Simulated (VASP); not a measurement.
# Mg2Ge (Fm-3m) in VASP: elastic constants with r2SCAN

Aim: the elastic constants of Mg2Ge with r2SCAN.

Program: VASP 6.6.1. These are calculated values, not measurements. Logs are shortened: lines on timing, memory, paths and dates and some standing lists are left out, and cuts for length are marked.

### 1 The cell of the first run

The structure is cubic, space group Fm-3m (No. 225). The conventional cell has a = 5.985 Å, b = 5.985 Å, c = 5.985 Å, α = 90.00°, β = 90.00°, γ = 90.00°. Within 3.4 Å of Mg (site symmetry -43m) lie 4 Ge at 2.59 Å and 6 Mg at 2.99 Å. Within 3.4 Å of Ge (site symmetry m-3m) lie 8 Mg at 2.59 Å.

### 2 Elastic constants, r2SCAN

The input, INCAR:

```
SYSTEM = Mg2Ge
ALGO = Normal ; EDIFF = 1E-8
ENCUT = 660 ; GGA_COMPAT = .FALSE.
IBRION = 6 ; ISIF = 3
ISMEAR = 0 ; LASPH = .TRUE.
LCHARG = .FALSE. ; LMIXTAU = .TRUE.
LREAL = .FALSE. ; LWAVE = .FALSE.
METAGGA = R2SCAN ; NELM = 120
NFREE = 2 ; NSW = 1
POTIM = 0.015 ; PREC = Accurate
SIGMA = 0.01
```

The input, KPOINTS:

```
k-points
0
G
  6 6 6
  0 0 0
```

The input, POSCAR:

```
Mg2Ge
1.0
    0.0000000000      2.9924847700      2.9924847700
    2.9924847700      0.0000000000      2.9924847700
    2.9924847700      2.9924847700      0.0000000000
Mg Ge
2 1
Direct
    0.2500000000      0.2500000000      0.2500000000
    0.7500000000      0.7500000000      0.7500000000
    0.0000000000      0.0000000000      0.0000000000
```

Potentials or basis: VASP PAW PBE potentials, release 64 (Mg, Ge_d).

Started as:

```sh
> cat potpaw_PBE.64/Mg/POTCAR potpaw_PBE.64/Ge_d/POTCAR > POTCAR
> mpirun -np 1 vasp_std > vasp.out
```

OUTCAR:

```text
SYSTEM = Mg2Ge
   EDIFF = 1E-8
   ENCUT = 660
   IBRION = 6
   ISIF = 3
   ISMEAR = 0
   LASPH = .TRUE.
   LREAL = .FALSE.
   METAGGA = R2SCAN
   NELM = 120
   NFREE = 2
   NSW = 1
   POTIM = 0.015
   PREC = Accurate

 ion  position               nearest neighbor table
   1  0.250  0.250  0.250-   3 2.59   3 2.59   3 2.59   3 2.59   2 2.99   2 2.99   2 2.99   2 2.99
                             2 2.99   2 2.99
   2  0.750  0.750  0.750-   3 2.59   3 2.59   3 2.59   3 2.59   1 2.99   1 2.99   1 2.99   1 2.99
                             1 2.99   1 2.99
   3  0.000  0.000  0.000-   2 2.59   2 2.59   2 2.59   1 2.59   1 2.59   1 2.59   2 2.59   1 2.59

  LATTYP: Found a face centered cubic cell.
 ALAT       =     5.9849695400

  Lattice vectors:

 A1 = (   0.0000000000,   2.9924847700,   2.9924847700)
 A2 = (   2.9924847700,   0.0000000000,   2.9924847700)
 A3 = (   2.9924847700,   2.9924847700,   0.0000000000)

Analysis of symmetry for initial positions (statically):
=====================================================================
 Subroutine PRICEL returns:
 Original cell was already a primitive cell.

 Routine SETGRP: Setting up the symmetry group for a
 face centered cubic supercell.

 Subroutine GETGRP returns: Found 48 space group operations
 (whereof 48 operations were pure point group operations)
 out of a pool of 48 trial point group operations.

The static configuration has the point symmetry O_h .

Analysis of symmetry for dynamics (positions and initial velocities):
=====================================================================
 Subroutine PRICEL returns:
 Original cell was already a primitive cell.

 Routine SETGRP: Setting up the symmetry group for a
 face centered cubic supercell.

 Subroutine GETGRP returns: Found 48 space group operations
 (whereof 48 operations were pure point group operations)
 out of a pool of 48 trial point group operations.

The dynamic configuration has the point symmetry O_h .

 Subroutine INISYM returns: Found 48 space group operations
 (whereof 48 operations are pure point group operations),
 and found     1 'primitive' translations

----------------------------------------------------------------------------------------

                                     Primitive cell

  volume of cell :      53.5952

  direct lattice vectors                    reciprocal lattice vectors
     0.000000000  2.992484770  2.992484770    -0.167085228  0.167085228  0.167085228
     2.992484770  0.000000000  2.992484770     0.167085228 -0.167085228  0.167085228
     2.992484770  2.992484770  0.000000000     0.167085228  0.167085228 -0.167085228

  length of vectors
     4.232012547  4.232012547  4.232012547     0.289400104  0.289400104  0.289400104

  position of ions in fractional coordinates (direct lattice)
     0.250000000  0.250000000  0.250000000
     0.750000000  0.750000000  0.750000000
     0.000000000  0.000000000  0.000000000

  ion indices of the primitive-cell ions
   primitive index   ion index
                 1           1
                 2           2
                 3           3

----------------------------------------------------------------------------------------

 KPOINTS: k-points

Automatic generation of k-mesh.
 Grid dimensions read from file:
 generate k-points for:    6    6    6

[... 110 lines left out ...]
  -------------------------------------------------------------------------------------
  Total        4.9091600      4.9091600      4.9091600      0.0000000      0.0000000     -0.0000000
  in kB      146.7546695    146.7546695    146.7546695      0.0000000      0.0000000     -0.0000000
  external PRESSURE =     146.7546695 kB  Pullay stress =       0.0000000 kB
[... 92 lines left out ...]
  FREE ENERGIE OF THE ION-ELECTRON SYSTEM (eV)
  ---------------------------------------------------
  free  energy   TOTEN  =       -22.7136554045 eV

  energy  without entropy=      -22.7136554045  energy(sigma->0) =      -22.71365540

[... ionic steps 4 to 14 ...]

--------------------------------------- Ionic step       15  -------------------------------------------

 number of electron      17.9999992 magnetization

------------------------ aborting loop because EDIFF is reached ----------------------------------------
[... 69 lines left out ...]
--------------------------------------- Ionic step       17  -------------------------------------------

 number of electron      17.9999997 magnetization

 Free energy of the ion-electron system (eV)
  ---------------------------------------------------
  ext. energy  EPLUGINS =         0.00000000
  ---------------------------------------------------
  free energy    TOTEN  =       -22.79374974 eV

  energy without entropy =      -22.79374974  energy(sigma->0) =      -22.79374974

 E-fermi :   4.7703     XC(G=0): -10.4267

 val. band max:        4.6632021138   @ k =   0.0000   0.0000   0.0000
 cond. band min:       4.9157832161   @ k =   0.5000   0.5000   0.0000
 fundamental gap:      0.2525811023
 Fermi energy:         4.7702782859

 k-point     1 :       0.0000    0.0000    0.0000
  band No.  band energies     occupation
      1     -19.4650      2.00000
      2     -19.4649      2.00000
      3     -19.4649      2.00000
      4     -19.4341      2.00000
      5     -19.4341      2.00000
      6      -6.4016      2.00000
      7       4.6628      2.00000
      8       4.6628      2.00000
      9       4.6632      2.00000
     10       7.5005      0.00000
     11       8.3190      0.00000
     12       8.3191      0.00000
     13       8.3191      0.00000
[... 354 lines left out ...]
  band No.  band energies     occupation
      1     -19.4646      2.00000
      2     -19.4619      2.00000
      3     -19.4607      2.00000
      4     -19.4346      2.00000
      5     -19.4327      2.00000
      6      -4.2770      2.00000
      7       0.2321      2.00000
      8       0.4258      2.00000
      9       3.0050      2.00000
     10       6.2465      0.00000
     11      10.1932      0.00000
     12      11.0684      0.00000
     13      11.5294      0.00000

 [... further k-points ...]

------------------------ aborting loop because EDIFF is reached ----------------------------------------

  FORCE on cell =-STRESS in cart. coord.  units (eV):
  Direction    XX          YY          ZZ          XY          YZ          ZX
  --------------------------------------------------------------------------------------
  -------------------------------------------------------------------------------------
  Total        4.9075651      4.9119079      4.9119079      0.0000000      0.0000000     -0.0000000
  in kB      146.7069903    146.8368157    146.8368157      0.0000000      0.0000000     -0.0000000
  external PRESSURE =     146.7935406 kB  Pullay stress =       0.0000000 kB
[... 18 lines left out ...]
  FREE ENERGIE OF THE ION-ELECTRON SYSTEM (eV)
  ---------------------------------------------------
  free  energy   TOTEN  =       -22.7937497358 eV

  energy  without entropy=      -22.7937497358  energy(sigma->0) =      -22.79374974

 INTERNAL STRAIN TENSORS FROM STRAINED CELLS
 ============================================

 INTERNAL STRAIN TENSOR FOR ION    1 for displacements in x,y,z  (eV/Angst):
          X           Y           Z          XY          YZ          ZX
  --------------------------------------------------------------------------------
  x     0.00000     0.00000    -0.00000     0.00000    -4.79859     0.00000
  y     0.00000     0.00000    -0.00000    -0.00000     0.00000    -4.79887
  z     0.00000     0.00000    -0.00000    -4.79870    -0.00000     0.00000

 INTERNAL STRAIN TENSORS FROM DISPLACED ATOMS
 ============================================

 INTERNAL STRAIN TENSOR FOR ION    1 for displacements in x,y,z  (eV/Angst):
          X           Y           Z          XY          YZ          ZX
  --------------------------------------------------------------------------------
  x     0.00000    -0.00000    -0.00000     0.00000    -4.79544     0.00000
  y    -0.00000     0.00000    -0.00000     0.00000     0.00000    -4.79544
  z    -0.00000    -0.00000     0.00000    -4.79544     0.00000     0.00000

 INTERNAL STRAIN TENSOR FOR ION    3 for displacements in x,y,z  (eV/Angst):
          X           Y           Z          XY          YZ          ZX
  --------------------------------------------------------------------------------
  x     0.00000     0.00000     0.00000     0.00000     0.00000     0.00000
  y     0.00000     0.00000     0.00000     0.00000     0.00000     0.00000
  z     0.00000     0.00000     0.00000     0.00000     0.00000     0.00000

 Eigenvectors and eigenvalues of the dynamical matrix
 ----------------------------------------------------

   1 f  =    9.865495 THz    61.986731 2PiTHz  329.077478 cm-1    40.800389 meV
             X         Y         Z           dx          dy          dz
      1.496242  1.496242  1.496242     0.376404    0.598598   -0.000000
      4.488727  4.488727  4.488727    -0.376404   -0.598598    0.000000
      0.000000  0.000000  0.000000    -0.000000   -0.000000    0.000000
[... 43 lines left out ...]
   9 f/i=    0.005260 THz     0.033050 2PiTHz    0.175456 cm-1     0.021754 meV
             X         Y         Z           dx          dy          dz
      1.496242  1.496242  1.496242    -0.073962   -0.425695   -0.116300
      4.488727  4.488727  4.488727    -0.073962   -0.425695   -0.116300
      0.000000  0.000000  0.000000    -0.127993   -0.736674   -0.201259

--------------------------------------------------------------------------------------------------------

 ELASTIC MODULI CONTR FROM IONIC RELAXATION (kBar)
 Direction    XX          YY          ZZ          XY          YZ          ZX
 --------------------------------------------------------------------------------
 XX          -0.0000     -0.0000     -0.0000     -0.0000     -0.0000     -0.0000
 YY          -0.0000     -0.0000     -0.0000     -0.0000     -0.0000      0.0000
 ZZ          -0.0000     -0.0000     -0.0000     -0.0000     -0.0000     -0.0000
 XY          -0.0000     -0.0000     -0.0000   -142.0495     -0.0000     -0.0000
 YZ          -0.0000     -0.0000     -0.0000     -0.0000   -142.0495      0.0000
 ZX          -0.0000      0.0000     -0.0000     -0.0000      0.0000   -142.0495
 --------------------------------------------------------------------------------

 TOTAL ELASTIC MODULI (kBar)
 Direction    XX          YY          ZZ          XY          YZ          ZX
 --------------------------------------------------------------------------------
 XX        1821.4382    527.6775    527.6775     -0.0000     -0.0000      0.0000
 YY         527.6775   1821.4382    527.6775     -0.0000     -0.0000     -0.0000
 ZZ         527.6775    527.6775   1821.4382     -0.0000     -0.0000     -0.0000
 XY          -0.0000     -0.0000     -0.0000    727.3186     -0.0000     -0.0000
 YZ          -0.0000     -0.0000     -0.0000     -0.0000    727.3186      0.0000
 ZX           0.0000     -0.0000     -0.0000     -0.0000      0.0000    727.3186
 --------------------------------------------------------------------------------
```

Run time: 1.7 h. Hardware: 1 thread of Oxide Virtual Turin-like, shared host; peak memory 0.29 GiB.

What came out:

- Elastic constants C11, C12, C44: 182, 53, 73 GPa
- Voigt bulk modulus: 96 GPa
- Highest phonon frequency at Γ: 329 cm⁻¹

Phonon frequencies in cm⁻¹ (negative: imaginary):
```
              q point                    frequencies
(0.000, 0.000, 0.000)  0 0 0 296 296 296 329 329 329
```

Elastic tensor in Voigt notation (GPa, in the Cartesian axes of the cell as first typed):
```
182  53  53   0   0   0
 53 182  53   0   0   0
 53  53 182   0   0   0
  0   0   0  73   0   0
  0   0   0   0  73   0
  0   0   0   0   0  73
```

Clamped-ion elastic tensor (GPa):
```
182  53  53   0   0   0
 53 182  53   0   0   0
 53  53 182   0   0   0
  0   0   0  87   0   0
  0   0   0   0  87   0
  0   0   0   0   0  87
```

Caveat: the cell is under stress, which shifts elastic constants; the PAW data sets were made with another functional, which shifts forces and pressure a little.
